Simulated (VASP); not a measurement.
Here is a VASP 6.6.1 calculation.

The input INCAR:

```
SYSTEM = MoS2
ALGO = Normal
EDIFF = 1E-6
ENCUT = 520
GGA = PS
ISIF = 2
ISMEAR = -1
LASPH = .TRUE.
LCHARG = .TRUE.
LELF = .TRUE.
LREAL = .FALSE.
LVHAR = .TRUE.
LWAVE = .FALSE.
NBANDS = 20
NELM = 80
PREC = Accurate
SIGMA = 0.03
```

The input KPOINTS:

```
k-points
0
G
  6 6 6
  0 0 0
```

POSCAR

```
MoS2
1.0
    0.0000000000      2.9013844216      2.9013844216
    2.9013844216      0.0000000000      2.9013844216
    2.9013844216      2.9013844216      0.0000000000
Mo S
1 2
Direct
    0.0000000000      0.0000000000      0.0000000000
    0.7500000000      0.7500000000      0.7500000000
    0.2500000000      0.2500000000      0.2500000000
```

Potentials or basis: VASP PAW PBE potentials, release 64 (Mo_sv, S).

Launch:

```console
$ cat potpaw_PBE.64/Mo_sv/POTCAR potpaw_PBE.64/S/POTCAR > POTCAR
$ mpirun -np 1 vasp_std > vasp.out
```

Problem. Estimate the pressure.

Solution. 0.1 GPa.

Problem. Estimate the band gap on the k mesh.

Solution. Zero (band 13 reaches 9.01 eV, above the bottom of band 14 at 8.16 eV).

Caveat: the PAW data sets were made with another functional, which shifts forces and pressure a little.
